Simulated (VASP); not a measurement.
Write the native input for VASP 6.6.1 that does the following.

| Item | Value |
| --- | --- |
| Task | single point |
| Functional | PBE |
| Potentials or basis | VASP PAW PBE potentials, release 64 (Pd) |
| Cutoff | 520 eV |
| k mesh | 6 × 6 × 6 |
| Occupations | fermi-dirac, width 0.03 eV |
| Spin | no spin polarisation |
| Dipole correction | no |
| Further INCAR settings | ALGO = Normal; EDIFF = 1e-06; NBANDS = 11 |

The structure of Pd lies in POSCAR:

```
Pd
1.0
    0.0000000000      1.9465000000      1.9465000000
    1.9465000000      0.0000000000      1.9465000000
    1.9465000000      1.9465000000      0.0000000000
Pd
1
Direct
    0.0000000000      0.0000000000      0.0000000000
```

These files were run (other wordings do the same):

INCAR

```
PREC     = Accurate       # precision mode
ENCUT    = 520            # plane-wave cutoff, eV
EDIFF    = 1E-6           # SCF threshold, eV
ISMEAR   = -1             # smearing method
SIGMA    = 0.03           # smearing width, eV
LREAL    = False          # projectors in reciprocal space
LASPH    = True           # aspherical terms in the spheres
NELM     = 100            # most SCF steps
ALGO     = Normal         # electronic algorithm
ISIF     = 2              # what is computed and relaxed
LWAVE    = False          # write WAVECAR
LCHARG   = True           # write CHGCAR
GGA      = PE             # functional
LELF     = True           # ELF
LVHAR    = True         
NBANDS   = 11             # bands
```

KPOINTS

```
regular mesh
0
Gamma
  6 6 6
```

Potentials or basis: VASP PAW PBE potentials, release 64 (Pd).

Launch:

```sh
$ cat potpaw_PBE.64/Pd/POTCAR > POTCAR
$ mpirun -np 1 vasp_std > vasp.out
```

It gave:

```yaml
Pressure: 5.3 GPa
Band_gap_on_the_k_mesh: zero (band 5 reaches 9.98 eV, above the bottom of band 6 at 8.40 eV)
```

Caveat: the k points lie up to 0.47 Å⁻¹ apart.

Run time: 2.2 s on 1 thread of Intel(R) Xeon(R) Platinum 8481C CPU @ 2.70GHz (Sapphire Rapids) (shared host), peak memory 0.12 GiB.
